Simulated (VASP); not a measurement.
The system is NaPtN.

```
Na Pt N
1.0
     3.50046    0.00000    0.00000
     0.00000    3.50046    0.00000
     0.00000    0.00000    6.17891
Na Pt N
2 2 2
Direct
  0.00000 0.50000 0.80483
  0.50000 0.00000 0.19517
  0.50000 0.00000 0.64510
  0.00000 0.50000 0.35490
  0.50000 0.50000 0.00000
  0.00000 0.00000 0.00000
```

- Program: VASP 6.6.1
- Task: relaxation of cell and atoms
- Functional: PBEsol
- Potentials or basis: VASP PAW PBE potentials, release 64 (Na_pv, Pt, N)
- Cutoff: 600 eV
- k mesh: 6 × 6 × 4
- Occupations: fermi-dirac, width 0.03 eV
- Spin: no spin polarisation

At the start: pressure 4.5 GPa; volume 12.62 Å³/atom.

Task: Where does the relaxation end?

Result: Over 57 steps the energy falls by 1323.9 meV/atom and the volume is 15.22 Å³/atom (+20.6 %); space group P4/nmm (No. 129, to 0.05 Å).

Step by step:
| step | energy change (eV) | largest force (eV/Å) | pressure (GPa) | volume (Å³) |
| --- | --- | --- | --- | --- |
| 1 | 0.0000 | 1.0351 | 4.48 | 75.71 |
| 3 | -0.3665 | 0.9088 | -3.95 | 81.12 |
| 5 | -0.3533 | 5.8989 | 12.83 | 71.43 |
| 7 | -0.7642 | 4.4066 | 4.78 | 74.42 |
| 9 | -0.8381 | 4.0489 | 3.44 | 75.02 |
| 11 | -1.0666 | 4.4016 | 8.67 | 72.60 |
| 13 | -1.7529 | 2.3939 | 8.61 | 73.19 |
| 15 | -1.8977 | 1.7326 | 10.51 | 73.54 |
| 17 | -2.6592 | 1.5040 | 1.10 | 78.64 |
| 19 | -3.3456 | 2.1848 | -4.94 | 85.96 |
| 21 | -5.8781 | 2.0708 | 26.90 | 81.12 |
| 23 | -6.1824 | 1.7685 | 29.08 | 82.75 |
| 25 | -6.2100 | 1.9982 | 30.77 | 83.45 |
| 27 | -7.1961 | 0.9492 | 15.51 | 89.83 |
| 29 | -7.7303 | 0.2258 | -0.81 | 100.55 |
| 31 | -7.7338 | 0.2139 | -1.20 | 100.87 |
| 33 | -7.7585 | 0.2436 | -1.10 | 100.47 |
| 35 | -7.7635 | 0.4007 | -1.05 | 100.24 |
| 37 | -7.8082 | 0.5257 | 0.19 | 97.66 |
| 39 | -7.8088 | 0.8866 | 8.69 | 86.39 |
| 41 | -7.8655 | 0.7913 | 3.90 | 91.59 |
| 43 | -7.9118 | 0.4363 | 3.19 | 90.22 |
| 45 | -7.9252 | 0.1478 | 2.82 | 89.16 |
| 47 | -7.9316 | 0.1144 | 2.14 | 89.55 |
| 49 | -7.9400 | 0.1169 | 0.20 | 91.18 |
| 51 | -7.9412 | 0.0838 | 0.13 | 91.20 |
| 53 | -7.9422 | 0.0844 | 0.02 | 91.25 |
| 55 | -7.9431 | 0.0053 | 0.02 | 91.30 |
| 57 | -7.9431 | 0.0036 | -0.07 | 91.32 |

Final structure:
```xyz
6
Lattice="4.0286 0.0000 0.0000 0.0000 4.0286 0.0000 0.0000 0.0000 5.6269" Properties=species:S:1:pos:R:3 pbc="T T T"
Na    0.0000    2.0143    3.5264
Na    2.0143    0.0000    2.1005
Pt    2.0143    0.0000    5.0636
Pt    0.0000    2.0143    0.5633
N     2.0143    2.0143    0.0000
N     0.0000    0.0000    0.0000
```

Caveat: the volume moved by over 15 % at a fixed basis, so the end points are rough; the PAW data sets were made with another functional, which shifts forces and pressure a little.
